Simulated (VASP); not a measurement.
Here is a VASP 6.6.1 calculation.

File INCAR:

```
PREC = Accurate
ENCUT = 520
EDIFF = 1E-6
ISMEAR = 0
SIGMA = 0.1
LREAL = False
LASPH = True
NELM = 100
ALGO = Normal
ISIF = 2
LWAVE = False
LCHARG = False
GGA = PE
NBANDS = 36
```

Contents of KPOINTS:

```
Automatic mesh
0
Gamma
  6 6 2
```

The input POSCAR:

```
HPb4
1.0
    5.6073377287      0.0000000000      0.0000000000
   -2.8036688644      4.8560969207      0.0000000000
    0.0000000000      0.0000000000      5.9882063004
H Pb
1 4
Direct
    0.0000000000      0.0000000000      0.5000000000
    0.3333333333      0.6666666667      0.7480660459
    0.3333333333      0.6666666667      0.2519339541
    0.6666666667      0.3333333333      0.2519339541
    0.6666666667      0.3333333333      0.7480660459
```

Potentials or basis: VASP PAW PBE potentials, release 64 (H, Pb_d).

Run with:

```bash
$ cat potpaw_PBE.64/H/POTCAR potpaw_PBE.64/Pb_d/POTCAR > POTCAR
$ mpirun -np 1 vasp_std > vasp.out
```

**Question.** Estimate the largest force.

**Answer.** 0.016 eV/Å.

**Question.** What does it give for the pressure?

**Answer.** -0.1 GPa.

Stress tensor (GPa, compression positive):
```
-0.04  0.00  0.00
 0.00 -0.04  0.00
 0.00  0.00 -0.17
```

Caveat: the k points lie up to 0.52 Å⁻¹ apart.
